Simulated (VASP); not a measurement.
Write the native input for VASP 6.6.1 that does the following.

| Item | Value |
| --- | --- |
| Task | single point |
| Functional | PBE |
| Potentials or basis | VASP PAW PBE potentials, release 64 (Sc_sv, Al, Sb, As) |
| Cutoff | 520 eV |
| k mesh | 4 × 4 × 4 |
| Occupations | gaussian, width 0.1 eV |
| Spin | no spin polarisation |
| Dipole correction | no |
| Further INCAR settings | ALGO = Normal; EDIFF = 1e-07; NBANDS = 25 |

The structure of ScAl2Sb2As lies in POSCAR:

```
ScAl2Sb2As
1.0
    2.8955088900     -3.7106765200      0.0000000000
    2.8955088900      3.7106765200      0.0000000000
    0.0000000000      0.0000000000      6.0316501100
Sc Al Sb As
1 2 2 1
Direct
    0.0000000000      0.0000000000      0.5000000000
    0.6441850100      0.3558149900      0.5000000000
    0.3558149900      0.6441850100      0.5000000000
    0.0000000000      0.5000000000      0.0000000000
    0.5000000000      0.0000000000      0.0000000000
    0.0000000000      0.0000000000      0.0000000000
```

The input as run:

INCAR

```
  PREC = Accurate
  ENCUT = 520
  EDIFF = 1E-7
  ISMEAR = 0
  SIGMA = 0.1
  LREAL = False
  LASPH = True
  NELM = 80
  ALGO = Normal
  ISIF = 2
  LWAVE = False
  LCHARG = True
  GGA = PE
  LELF = True
  LVHAR = True
  NBANDS = 25
```

KPOINTS

```
regular mesh
0
Gamma
  4 4 4
```

Potentials or basis: VASP PAW PBE potentials, release 64 (Sc_sv, Al, Sb, As).

Command:

```bash
$ cat potpaw_PBE.64/Sc_sv/POTCAR potpaw_PBE.64/Al/POTCAR potpaw_PBE.64/Sb/POTCAR potpaw_PBE.64/As/POTCAR > POTCAR
$ mpirun -np 1 vasp_std > vasp.out
```

Results of the run:

```json
{
  "Pressure": "24.3 GPa",
  "Largest force": "3.464 eV/Å",
  "Band gap on the k mesh": "zero (band 16 reaches 7.88 eV, above the bottom of band 17 at 7.09 eV)"
}
```

Caveat: spin-orbit coupling is left out, which moves the levels of the heavy elements; forces of over 1 eV/Å act on the atoms, so gaps and moduli don't describe the material at rest.

Run time: 110 s on 1 thread of Intel(R) Xeon(R) Platinum 8375C CPU @ 2.90GHz (Ice Lake) (shared host), peak memory 0.28 GiB.
